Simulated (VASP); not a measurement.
# CdS2O2 (I4/mmm) in VASP: further runs

Runs on CdS2O2. Level: PBE. Tasks: single point, relaxation of cell and atoms.

Everything below comes from runs of VASP 6.6.1. Logs are shortened: lines on timing, memory, paths and dates and some standing lists are left out, and cuts for length are marked.

## Step 1: The cell of the first run

It takes space group I4/mmm (No. 139, tetragonal). The conventional cell has a = 4.294 Å, b = 4.294 Å, c = 7.826 Å, α = 90.00°, β = 90.00°, γ = 90.00°. Within 3.8 Å of Cd (site symmetry 4/mmm) lie 8 O at 2.90 Å and 10 S at 2.97 to 3.18 Å. Within 2.5 Å of S (site symmetry 4mm) lie 1 S at 1.88 Å and 4 O at 2.38 Å. Within 3.1 Å of O (site symmetry -4m2) lie 4 S at 2.38 Å and 4 Cd at 2.90 Å and 4 O at 3.04 Å.

## Step 2: Single point, PBE

File INCAR:

```
SYSTEM = CdS2O2
PREC = Accurate ; ENCUT = 520
EDIFF = 1E-6 ; ISMEAR = 0
SIGMA = 0.1 ; LREAL = .False.
LASPH = .True. ; NELM = 80
ALGO = Normal ; ISIF = 2
LWAVE = .False. ; LCHARG = .False.
GGA = PE ; NBANDS = 26
```

File KPOINTS:

```
regular mesh
0
Gamma
  12 12 12
  0 0 0
```

File POSCAR:

```
CdS2O2
1.0
   -2.1471456159      2.1471456159      3.9128698503
    2.1471456159     -2.1471456159      3.9128698503
    2.1471456159      2.1471456159     -3.9128698503
Cd S O
1 2 2
Direct
    0.0000000000      0.0000000000      0.0000000000
    0.6198824813      0.6198824813      0.0000000000
    0.3801175187      0.3801175187      0.0000000000
    0.7500000000      0.2500000000      0.5000000000
    0.2500000000      0.7500000000      0.5000000000
```

Potentials or basis: VASP PAW PBE potentials, release 64 (Cd, S, O).

Started as:

```bash
cat potpaw_PBE.64/Cd/POTCAR potpaw_PBE.64/S/POTCAR potpaw_PBE.64/O/POTCAR > POTCAR
mpirun -np 1 vasp_std > vasp.out
```

OUTCAR:

```text
SYSTEM = CdS2O2
   PREC = Accurate
   ENCUT = 520
   EDIFF = 1E-6
   ISMEAR = 0
   LREAL = .False.
   LASPH = .True.
   NELM = 80
   ISIF = 2
   GGA = PE

 ion  position               nearest neighbor table
   1  0.000  0.000  0.000-   2 2.97   3 2.97   3 3.18   2 3.18   2 3.18   2 3.18   3 3.18   3 3.18
                             2 3.18   3 3.18
   2  0.620  0.620  0.000-   3 1.88   4 2.38   5 2.38   4 2.38   5 2.38   1 2.97   1 3.18   1 3.18
                             1 3.18   1 3.18
   3  0.380  0.380  0.000-   2 1.88   4 2.38   5 2.38   5 2.38   4 2.38   1 2.97   1 3.18   1 3.18
                             1 3.18   1 3.18
   4  0.750  0.250  0.500-   3 2.38   2 2.38   3 2.38   2 2.38
   5  0.250  0.750  0.500-   3 2.38   2 2.38   3 2.38   2 2.38

  LATTYP: Found a body centered tetragonal cell.
 ALAT       =     4.2942912318
 C/A-ratio  =     1.8223588663

  Lattice vectors:

 A1 = (  -2.1471456159,   2.1471456159,   3.9128698503)
 A2 = (   2.1471456159,  -2.1471456159,   3.9128698503)
 A3 = (   2.1471456159,   2.1471456159,  -3.9128698503)

Analysis of symmetry for initial positions (statically):
=====================================================================
 Subroutine PRICEL returns:
 Original cell was already a primitive cell.

 Routine SETGRP: Setting up the symmetry group for a
 body centered tetragonal supercell.

 Subroutine GETGRP returns: Found 16 space group operations
 (whereof 16 operations were pure point group operations)
 out of a pool of 16 trial point group operations.

The static configuration has the point symmetry D_4h.

Analysis of symmetry for dynamics (positions and initial velocities):
=====================================================================
 Subroutine PRICEL returns:
 Original cell was already a primitive cell.

 Routine SETGRP: Setting up the symmetry group for a
 body centered tetragonal supercell.

 Subroutine GETGRP returns: Found 16 space group operations
 (whereof 16 operations were pure point group operations)
 out of a pool of 16 trial point group operations.

The dynamic configuration has the point symmetry D_4h.

 Subroutine INISYM returns: Found 16 space group operations
 (whereof 16 operations are pure point group operations),
 and found     1 'primitive' translations

----------------------------------------------------------------------------------------

[... 98 lines left out ...]
   EDIFF  = 0.1E-05   stopping-criterion for ELM
   LREAL  =      F    real-space projection
   EDIFFG = 0.1E-04   stopping-criterion for IOM
   NSW    =      0    number of steps for IOM
   IBRION =     -1    ionic relax: 0-MD 1-quasi-New 2-CG
   NFREE  =      0    steps in history (QN), initial steepest desc. (CG)
   ISIF   =      2    stress and relaxation
   ISYM   =      2    0-nonsym 1-usesym 2-fastsym
   POTIM  = 0.5000    time-step for ionic-motion
   TEBEG  =    0.0;   TEEND  =   0.0 temperature during run
   PSTRESS=    0.0 pullay stress
   NELECT =      36.0000    total number of electrons
   NUPDOWN=      -1.0000    fix difference up-down
   EMIN   =  10.00;   EMAX   =-10.00  energy-range for DOS
   EFERMI =   0.00;   METHOD = LEGACY
   ISMEAR =     0;   SIGMA  =   0.10  broadening in eV -4-tet -1-fermi 0-gaus
   EFERMI_NEDOS =   21; number of points for ismear=-14 and -15
   IALGO  =     38    algorithm
   IMIX   =      4    mixing-type and parameters
     AMIX     =   0.40;   BMIX     =  1.00
     AMIX_MAG =   1.60;   BMIX_MAG =  1.00
  volume/ion in A,a.u.               =      14.43        97.39
  Fermi-wavevector in a.u.,A,eV,Ry     =   1.298423  2.453664 22.938093  1.685902
  Thomas-Fermi vector in A             =   2.429752
   LORBIT       =      0    0 simple, 1 ext, 2 COOP (PROOUT), +10 PAW based schemes
   GGA     = PE    functional components
   LHFCALC =     F    Hartree Fock is set to
   AEXX    =    0.0000 exact exchange contribution
   IVDW    =     0    specifies the selected vdW correction
   LEPSILON=     F    determine dielectric tensor
   LRPA    =     F    only Hartree local field effects (RPA)
 non-spin polarized calculation
 Gauss-broadening in eV      SIGMA  =   0.10
  energy-cutoff  :      520.00
  volume of cell :       72.16
 maximum number of plane-waves:      1972
 NGX is ok and might be reduce to    40
   NGX = 19   NGY = 19   NGZ = 19

 number of electron      35.9999998 magnetization

 Free energy of the ion-electron system (eV)
  ---------------------------------------------------
  ext. energy  EPLUGINS =         0.00000000
  ---------------------------------------------------
  free energy    TOTEN  =       -16.42970631 eV

  energy without entropy =      -16.42726687  energy(sigma->0) =      -16.42848659

 E-fermi :   4.2985     XC(G=0): -10.8543

 val. band max:        4.2980863570   @ k =   0.2500   0.2500   0.1667
 cond. band min:       4.3435320277   @ k =   0.3333   0.2500   0.1667
 fundamental gap:      0.0454456707
 Fermi energy:         4.2984698489

 k-point     1 :       0.0000    0.0000    0.0000
  band No.  band energies     occupation
      1     -14.1367      2.00000
      2     -12.0284      2.00000
      3     -10.7717      2.00000
      4      -6.4127      2.00000
      5      -4.1376      2.00000
      6      -4.1059      2.00000
[... 685 lines left out ...]
     25      12.4722      0.00000
     26      13.9517      0.00000

 [... further k-points ...]

------------------------ aborting loop because EDIFF is reached ----------------------------------------

  FORCE on cell =-STRESS in cart. coord.  units (eV):
  Direction    XX          YY          ZZ          XY          YZ          ZX
  --------------------------------------------------------------------------------------
  -------------------------------------------------------------------------------------
  Total        0.0295166      0.0295166     -0.4023622      0.0000000      0.0000000      0.0000000
  in kB        0.6553873      0.6553873     -8.9340714      0.0000000      0.0000000      0.0000000
  external PRESSURE =      -2.5410989 kB  Pullay stress =       0.0000000 kB

 VOLUME and BASIS-vectors are now :
 -----------------------------------------------------------------------------
  energy-cutoff  :      520.00
  volume of cell :       72.16
      direct lattice vectors                 reciprocal lattice vectors
    -2.147145616  2.147145616  3.912869850     0.000000000  0.232867299  0.127783448
     2.147145616 -2.147145616  3.912869850     0.232867299  0.000000000  0.127783448
     2.147145616  2.147145616 -3.912869850     0.232867299  0.232867299  0.000000000

 POSITION                                       TOTAL-FORCE (eV/Angst)
 -----------------------------------------------------------------------------------
      0.00000      0.00000      0.00000        -0.000000     -0.000000     -0.000000
      0.00000      0.00000      4.85104         0.000000      0.000000     -0.271636
      0.00000      0.00000      2.97470        -0.000000     -0.000000      0.271636
     -0.00000      2.14715      1.95643        -0.000000     -0.000000     -0.000000
      2.14715     -0.00000      1.95643        -0.000000     -0.000000     -0.000000
 -----------------------------------------------------------------------------------
    total drift:                               -0.000000     -0.000000      0.000000

  FREE ENERGIE OF THE ION-ELECTRON SYSTEM (eV)
  ---------------------------------------------------
  free  energy   TOTEN  =       -16.4297063149 eV

  energy  without entropy=      -16.4272668671  energy(sigma->0) =      -16.42848659
```

OSZICAR:

```text
N       E                     dE             d eps       ncg     rms          rms(c)
DAV:   1     0.242791907538E+03    0.24279E+03   -0.18949E+04  8628   0.133E+03
DAV:   2    -0.574393082463E+01   -0.24854E+03   -0.23517E+03 10206   0.311E+02
DAV:   3    -0.208443978893E+02   -0.15100E+02   -0.14964E+02  9612   0.792E+01
DAV:   4    -0.209893254928E+02   -0.14493E+00   -0.14473E+00  9678   0.830E+00
DAV:   5    -0.209909905784E+02   -0.16651E-02   -0.16648E-02  9832   0.876E-01    0.251E+01
DAV:   6    -0.185123530009E+02    0.24786E+01   -0.27698E+01  9144   0.484E+01    0.197E+01
DAV:   7    -0.165559080220E+02    0.19564E+01   -0.73887E+00  9208   0.169E+01    0.145E+01
DAV:   8    -0.164662378377E+02    0.89670E-01   -0.15392E+00  9272   0.787E+00    0.203E+00
DAV:   9    -0.164292081920E+02    0.37030E-01   -0.20000E-01  9244   0.360E+00    0.519E-01
DAV:  10    -0.164294412573E+02   -0.23307E-03   -0.80830E-03  9136   0.586E-01    0.390E-01
DAV:  11    -0.164299671009E+02   -0.52584E-03   -0.23469E-03 10006   0.293E-01    0.316E-01
DAV:  12    -0.164297181075E+02    0.24899E-03   -0.14501E-03 10202   0.244E-01    0.558E-02
DAV:  13    -0.164297079275E+02    0.10180E-04   -0.16718E-04  9214   0.833E-02    0.210E-02
DAV:  14    -0.164297073031E+02    0.62443E-06   -0.15675E-05  9164   0.278E-02    0.115E-02
DAV:  15    -0.164297063149E+02    0.98819E-06   -0.45710E-06  8868   0.133E-02
   1 F= -.16429706E+02 E0= -.16428487E+02  d E =-.243945E-02
```

stdout:

```text
POSCAR found type information on POSCAR CdS O
 POSCAR found :  3 types and       5 ions
 scaLAPACK will be used
 LDA part: xc-table for (Slater+PW92), standard interpolation
 POSCAR, INCAR and KPOINTS ok, starting setup
 FFT: planning ... GRIDC
 FFT: planning ... GRID_SOFT
 FFT: planning ... GRID
 WAVECAR not read
 entering main loop
```

Wall time 7.7 min (1 thread of Intel Xeon 6975P-C, shared host); peak memory 0.44 GiB.

Results:

```
Free energy            : -16.4297 eV
Pressure               : -0.3 GPa
Largest force          : 0.272 eV/Å
Band gap on the k mesh : zero (band 18 reaches 4.44 eV, above the bottom of band 19 at 3.92 eV)
```

Forces in eV/Å, atoms in the order of the input:
```
Cd   0.000  0.000  0.000
S    0.000  0.000 -0.272
S    0.000  0.000  0.272
O    0.000  0.000  0.000
O    0.000  0.000  0.000
```

Stress tensor (GPa, compression positive):
```
 0.07  0.00  0.00
 0.00  0.07  0.00
 0.00  0.00 -0.89
```

## Step 3: Relaxation of cell and atoms, PBE

This run uses another cell than the first one, of 14.47 Å³/atom, 1.003 times its volume.

File INCAR:

```
ALGO = Normal
EDIFF = 1E-7
EDIFFG = -0.01
ENCUT = 600
GGA = PE
IBRION = 2
ISIF = 3
ISMEAR = 0
LASPH = T
LCHARG = F
LREAL = F
LWAVE = F
NELM = 80
NSW = 100
PREC = Accurate
SIGMA = 0.1
```

File KPOINTS:

```
k-points
0
Gamma
  12 12 12
```

File POSCAR:

```
CdS2O2
1.0
   -2.1475216296      2.1475216296      3.9227798603
    2.1475216296     -2.1475216296      3.9227798603
    2.1475216296      2.1475216296     -3.9227798603
Cd S O
1 2 2
Direct
    0.0000000000      0.0000000000      0.0000000000
    0.6193073037      0.6193073037      0.0000000000
    0.3806926963      0.3806926963      0.0000000000
    0.7500000000      0.2500000000      0.5000000000
    0.2500000000      0.7500000000      0.5000000000
```

Potentials or basis: VASP PAW PBE potentials, release 64 (Cd, S, O).

Started as:

```bash
cat potpaw_PBE.64/Cd/POTCAR potpaw_PBE.64/S/POTCAR potpaw_PBE.64/O/POTCAR > POTCAR
mpirun -np 1 vasp_std > vasp.out
```

OUTCAR:

```text
EDIFF = 1E-7
   EDIFFG = -0.01
   ENCUT = 600
   GGA = PE
   IBRION = 2
   ISIF = 3
   ISMEAR = 0
   LASPH = T
   LREAL = F
   NELM = 80
   NSW = 100
   PREC = Accurate

 ion  position               nearest neighbor table
   1  0.000  0.000  0.000-   2 2.99   3 2.99   2 3.18   3 3.18   2 3.18   2 3.18   2 3.18   3 3.18
                             3 3.18   3 3.18
   2  0.619  0.619  0.000-   3 1.87   4 2.38   5 2.38   4 2.38   5 2.38   1 2.99   1 3.18   1 3.18
                             1 3.18   1 3.18
   3  0.381  0.381  0.000-   2 1.87   4 2.38   5 2.38   5 2.38   4 2.38   1 2.99   1 3.18   1 3.18
                             1 3.18   1 3.18
   4  0.750  0.250  0.500-   3 2.38   2 2.38   3 2.38   2 2.38
   5  0.250  0.750  0.500-   3 2.38   2 2.38   3 2.38   2 2.38

  LATTYP: Found a body centered tetragonal cell.
 ALAT       =     4.2950432592
 C/A-ratio  =     1.8266544123

  Lattice vectors:

 A1 = (  -2.1475216296,   2.1475216296,   3.9227798603)
 A2 = (   2.1475216296,  -2.1475216296,   3.9227798603)
 A3 = (   2.1475216296,   2.1475216296,  -3.9227798603)

Analysis of symmetry for initial positions (statically):
=====================================================================
 Subroutine PRICEL returns:
 Original cell was already a primitive cell.

[... 183 lines left out ...]
  -------------------------------------------------------------------------------------
  Total       -0.0714621     -0.0714621     -0.4213683      0.0000000      0.0000000      0.0000000
  in kB       -1.5821845     -1.5821845     -9.3291782      0.0000000      0.0000000      0.0000000
  external PRESSURE =      -4.1645157 kB  Pullay stress =       0.0000000 kB
[... 182 lines left out ...]
--------------------------------------- Ionic step        6  -------------------------------------------

 number of electron      35.9999998 magnetization

 Free energy of the ion-electron system (eV)
  ---------------------------------------------------
  ext. energy  EPLUGINS =         0.00000000
  ---------------------------------------------------
  free energy    TOTEN  =       -16.43382086 eV

  energy without entropy =      -16.43145425  energy(sigma->0) =      -16.43263755

 E-fermi :   4.3079     XC(G=0): -10.8572

 val. band max:        4.3072456764   @ k =   0.2500   0.2500   0.1667
 cond. band min:       4.3509147156   @ k =   0.3333   0.2500   0.1667
 fundamental gap:      0.0436690392
 Fermi energy:         4.3078636291

 k-point     1 :       0.0000    0.0000    0.0000
  band No.  band energies     occupation
      1     -14.1448      2.00000
      2     -12.0115      2.00000
      3     -10.8208      2.00000
      4      -6.3787      2.00000
      5      -4.1330      2.00000
      6      -4.1012      2.00000
[... 589 lines left out ...]
     21       6.8277      0.00000
     22       8.5790      0.00000

 [... further k-points ...]

------------------------ aborting loop because EDIFF is reached ----------------------------------------

  FORCE on cell =-STRESS in cart. coord.  units (eV):
  Direction    XX          YY          ZZ          XY          YZ          ZX
  --------------------------------------------------------------------------------------
  -------------------------------------------------------------------------------------
  Total        0.0369951      0.0369951     -0.0065904      0.0000000     -0.0000000     -0.0000000
  in kB        0.8223554      0.8223554     -0.1464953      0.0000000     -0.0000000     -0.0000000
  external PRESSURE =       0.4994052 kB  Pullay stress =       0.0000000 kB
[... 20 lines left out ...]
  FREE ENERGIE OF THE ION-ELECTRON SYSTEM (eV)
  ---------------------------------------------------
  free  energy   TOTEN  =       -16.4338208571 eV

  energy  without entropy=      -16.4314542458  energy(sigma->0) =      -16.43263755

 reached required accuracy - stopping structural energy minimisation
```

CONTCAR:

```text
CdS2O2
   1.00000000000000
    -2.1478795131431454    2.1478795131431454    3.9058506740387262
     2.1478795131431454   -2.1478795131431454    3.9058506740387262
     2.1478795131431454    2.1478795131431454   -3.9058506740387262
  Cd              S               O
     1     2     2
Direct
     0.0000000000000000    0.0000000000000000    1.0000000000000000
     0.6193897965979409    0.6193897965979409    0.0000000000000000
     0.3806102034020592    0.3806102034020592    0.0000000000000000
     0.7500000000000000    0.2500000000000000    0.5000000000000000
     0.2500000000000000    0.7500000000000000    0.5000000000000000

  0.00000000E+00  0.00000000E+00  0.00000000E+00
  0.00000000E+00  0.00000000E+00  0.00000000E+00
  0.00000000E+00  0.00000000E+00  0.00000000E+00
  0.00000000E+00  0.00000000E+00  0.00000000E+00
  0.00000000E+00  0.00000000E+00  0.00000000E+00
```

Wall time 28 min (1 thread of Intel Xeon 6975P-C, shared host); peak memory 0.48 GiB.

What came out:

```yaml
Free_energy: -16.4338 eV
Relaxed_volume: 14.42 Å³/atom
Relaxed_cell: a = 4.948 Å, b = 4.948 Å, c = 4.948 Å, α = 128.54°, β = 128.54°, γ = 75.74°
Space_group_after_relaxing_to_0.05_Å: I4/mmm (No. 139)
Energy_gained_by_relaxing: 0.2 meV/atom
Ionic_steps: 6
Pressure_after_relaxing: 0.0 GPa
Band_gap_on_the_k_mesh: zero (band 18 reaches 4.45 eV, above the bottom of band 19 at 3.94 eV)
```

Forces in eV/Å, atoms in the order of the input:
```
Cd   0.000  0.000  0.000
S    0.000  0.000 -0.002
S    0.000  0.000  0.002
O    0.000  0.000  0.000
O    0.000  0.000  0.000
```

The path:
```tsv
step	energy change (eV)	largest force (eV/Å)	pressure (GPa)	volume (Å³)
1	0.0000	0.1135	-0.42	72.37
2	0.0013	0.3510	0.52	71.97
3	-0.0005	0.0450	-0.09	72.22
4	-0.0007	0.0165	0.01	72.11
5	-0.0008	0.0030	0.09	72.03
6	-0.0009	0.0021	0.05	72.08
```

Final structure:
```
CELL_PARAMETERS angstrom
-2.14788 2.14788 3.90585
2.14788 -2.14788 3.90585
2.14788 2.14788 -3.90585
ATOMIC_POSITIONS crystal
Cd 0.00000 0.00000 0.00000
S 0.61939 0.61939 0.00000
S 0.38061 0.38061 0.00000
O 0.75000 0.25000 0.50000
O 0.25000 0.75000 0.50000
```

Levels at points of the mesh, in eV from the Fermi level:
```csv
k point,band 14,band 15,band 16,band 17,band 18,band 19,band 20,band 21,band 22
"(0.00, 0.00, 0.00)",-4.58,-2.30,-2.12,-1.01,-1.01,-0.37,3.18,3.18,3.36
"(0.50, 0.00, 0.00)",-3.21,-1.24,-0.69,-0.59,-0.44,1.11,1.25,2.25,4.88
"(0.50, 0.50, 0.00)",-1.77,-1.29,-1.27,-0.97,-0.17,0.10,1.09,2.10,3.87
"(0.50, 0.50, 0.50)",-2.59,-2.59,-1.76,-0.47,-0.47,1.89,1.89,2.26,3.51
```
